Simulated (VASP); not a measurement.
Write the native input for VASP 6.6.1 that does the following.

```yaml
Task: single point
Functional: r2SCAN
Potentials_or_basis: VASP PAW PBE potentials, release 64 (Mg, O)
Cutoff: 520 eV
k_mesh: 10 × 10 × 10
Occupations: gaussian, width 0.01 eV
Spin: no spin polarisation
Dipole_correction: no
Further_INCAR_settings: ALGO = Normal; EDIFF = 1e-06; NBANDS = 11
```

MgO:

```xyz
2
Lattice="2.0648 2.0648 0.0000 -2.0648 2.0648 0.0000 0.0000 2.0648 2.0648" Properties=species:S:1:pos:R:3 pbc="T T T"
Mg    0.0000    0.0000    0.0000
O     0.0000    2.0648    0.0000
```

One way to write it, as run:

POSCAR

```
MgO
1.0
    2.0648443373      2.0648443373      0.0000000000
   -2.0648443373      2.0648443373      0.0000000000
    0.0000000000      2.0648443373      2.0648443373
Mg O
1 1
Direct
    0.0000000000      0.0000000000      0.0000000000
    0.5000000000      0.5000000000      0.0000000000
```

INCAR.step1

```
SYSTEM = MgO
PREC = Accurate
ENCUT = 520
ISMEAR = 0
SIGMA = 0.01
LREAL = .FALSE.
LASPH = .TRUE.
NELM = 100
NBANDS = 11
GGA = PE
ALGO = Normal
EDIFF = 1E-4
LWAVE = .TRUE.
LCHARG = .FALSE.
```

INCAR.step2

```
SYSTEM = MgO
PREC = Accurate
ENCUT = 520
EDIFF = 1E-6
ISMEAR = 0
SIGMA = 0.01
LREAL = .FALSE.
LASPH = .TRUE.
NELM = 100
ALGO = Normal
ISIF = 2
LWAVE = .FALSE.
LCHARG = .FALSE.
METAGGA = R2SCAN
LMIXTAU = .TRUE.
NBANDS = 11
ISTART = 1
```

KPOINTS

```
regular mesh
0
G
  10 10 10
  0 0 0
```

Potentials or basis: VASP PAW PBE potentials, release 64 (Mg, O).

Launch:

```console
$ cat potpaw_PBE.64/Mg/POTCAR potpaw_PBE.64/O/POTCAR > POTCAR
$ cp INCAR.step1 INCAR
$ mpirun -np 1 vasp_std > vasp.out
$ cp INCAR.step2 INCAR
$ mpirun -np 1 vasp_std > vasp.out
```

It gave:

| Item | Value |
| --- | --- |
| Pressure | 8.9 GPa |
| Band gap on the k mesh | 6.23 eV |

Caveat: the cell stands under pressure; the PAW data sets were made with another functional, which shifts forces and pressure a little.

Wall time 44 s on 1 thread of Intel Xeon 8259CL (shared host), peak memory 0.15 GiB.
